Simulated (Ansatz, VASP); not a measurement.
# Two plane-wave programs on Sc2GaP3

```
Sc Ga P
1.0
     4.46594    0.00000    0.00000
     0.00000    4.46594    0.00000
     0.00000    0.00000    6.37498
Sc Ga P
2 1 3
Direct
  0.50000 0.50000 0.25928
  0.50000 0.50000 0.74072
  0.00000 0.00000 0.00000
  0.50000 0.00000 0.50000
  0.00000 0.50000 0.50000
  0.00000 0.00000 0.50000
```

Alike in both runs: task relaxation of cell and atoms; functional PBE; k mesh 4 × 4 × 4; occupations gaussian, width 0.1 eV; no spin polarisation.

|  | VASP | Ansatz |
| --- | --- | --- |
| version | VASP 6.6.1 | Ansatz 0.2.0 |
| potentials or method | VASP PAW PBE potentials, release 64 (Sc_sv, Ga_d, P), cutoff 600 eV | scalar-relativistic, plane waves, PAW |
| valence electrons in the cell | 50 | 50 |

Ansatz gave:

- gap on the k mesh at the Fermi level, each at its own relaxed structure (eV): none
- relaxed volume (Å³/atom): 21.27
- relaxed length of the cell vector where the two differ most in proportion (Å): 4.535

Task: Which values does VASP return?

Result: gap on the k mesh at the Fermi level, each at its own relaxed structure (eV): none; relaxed volume (Å³/atom): 21.14; relaxed length of the cell vector where the two differ most in proportion (Å): 4.522.

A gap of «none» marks a metal or a gap that the smearing closes.
